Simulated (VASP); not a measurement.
Input of a VASP 6.6.1 run:

File INCAR:

```
PREC     = Accurate       # precision mode
ENCUT    = 520            # plane-wave cutoff, eV
EDIFF    = 1E-6           # SCF threshold, eV
ISMEAR   = -1             # smearing method
SIGMA    = 0.05           # smearing width, eV
LREAL    = False          # projectors in reciprocal space
LASPH    = True           # aspherical terms in the spheres
NELM     = 100            # most SCF steps
ALGO     = Normal         # electronic algorithm
ISIF     = 2              # what is computed and relaxed
LWAVE    = False          # write WAVECAR
LCHARG   = True           # write CHGCAR
GGA      = RE             # functional
LELF     = True           # ELF
LVHAR    = True         
NBANDS   = 14             # bands
```

File KPOINTS:

```
regular mesh
0
Gamma
  9 9 9
```

The input POSCAR:

```
HfN
1.0
    0.0000000000      2.4688721850      2.4688721850
    2.4688721850      0.0000000000      2.4688721850
    2.4688721850      2.4688721850      0.0000000000
Hf N
1 1
Direct
    0.0000000000      0.0000000000      0.0000000000
    0.2500000000      0.2500000000      0.2500000000
```

Potentials or basis: VASP PAW PBE potentials, release 64 (Hf_pv, N).

Command:

```console
$ cat potpaw_PBE.64/Hf_pv/POTCAR potpaw_PBE.64/N/POTCAR > POTCAR
$ mpirun -np 1 vasp_std > vasp.out
```

**Question.** Estimate the pressure.

**Answer.** -1.0 GPa.

Caveat: the PAW data sets were made with another functional, which shifts forces and pressure a little.
